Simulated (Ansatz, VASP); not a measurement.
## MgH2 in VASP and in Ansatz

File INCAR:

```
SYSTEM = MgH2
ALGO     = Normal         ! electronic algorithm
EDIFF    = 1E-8           ! SCF threshold, eV
ENCUT    = 520            ! plane-wave cutoff, eV
GGA      = PE             ! functional
ISIF     = 2              ! what is computed and relaxed
ISMEAR   = -1             ! smearing method
LASPH    = .True.         ! aspherical terms in the spheres
LCHARG   = .False.        ! write CHGCAR
LEFG     = .True.       
LREAL    = .False.        ! projectors in reciprocal space
LWAVE    = .False.        ! write WAVECAR
NBANDS   = 9              ! bands
NELM     = 60             ! most SCF steps
PREC     = Accurate       ! precision mode
SIGMA    = 0.05           ! smearing width, eV
```

The input KPOINTS:

```
k-points
0
Gamma
  14 14 14
  0 0 0
```

File POSCAR:

```
MgH2
1.0
    0.0000000000      2.3787051980      2.3787051980
    2.3787051980      0.0000000000      2.3787051980
    2.3787051980      2.3787051980      0.0000000000
Mg H
1 2
Direct
    0.0000000000      0.0000000000      0.0000000000
    0.2500000000      0.2500000000      0.2500000000
    0.7500000000      0.7500000000      0.7500000000
```

Input for Ansatz:

```yaml
crystal:
  lattice:
    - [0.0, 2.378705198, 2.378705198]
    - [2.378705198, 0.0, 2.378705198]
    - [2.378705198, 2.378705198, 0.0]
  atoms:
    - { symbol: Mg, position: [0.0, 0.0, 0.0] }
    - { symbol: H, position: [0.25, 0.25, 0.25] }
    - { symbol: H, position: [0.75, 0.75, 0.75] }
kpoints:
  mp_grid: { grid: [14, 14, 14] }
  band_path:
    path:
      - [0.0, 0.0, 0.0]
      - [0.5, 0.0, 0.5]
      - [0.625, 0.25, 0.625]
      - [0.375, 0.375, 0.75]
      - [0.0, 0.0, 0.0]
      - [0.5, 0.5, 0.5]
      - [0.5, 0.25, 0.75]
      - [0.5, 0.0, 0.5]
    npoints: 14
scf:
  occupations: { method: fermi_dirac, width: 0.05 }
hamiltonian:
  xc: pbe
  pseudopotentials: { kind: paw }
output:
  forces: true
  stress: true
  eigenvalues: true
  efg: { contact_densities: true }
  populations: true
  bader: true
  dos: { projected: true, de: 0.2, e_range: [-14, 8] }
  write_density: true
  write_potential: true
  elf: true
  volumetric_format: npy
```

Alike in both runs: task electric field gradients; functional PBE; k mesh 14 × 14 × 14; occupations fermi-dirac, width 0.05 eV; no spin polarisation.

```csv
,VASP,Ansatz
version,VASP 6.6.1,Ansatz 0.2.0
potentials or method,"VASP PAW PBE potentials, release 64 (Mg, H)","PAW with Ansatz's default frozen-core files, scalar-relativistic"
plane-wave cutoff (eV),520,420
valence electrons in the cell,4,12
```

Ansatz gave:

```
pressure (GPa) : 0.0
```

Estimate VASP's values.

pressure (GPa): -0.4.

VASP's potentials hold 4 valence electrons a cell and Ansatz's 12, so a difference there can come from the potentials and not from the codes.
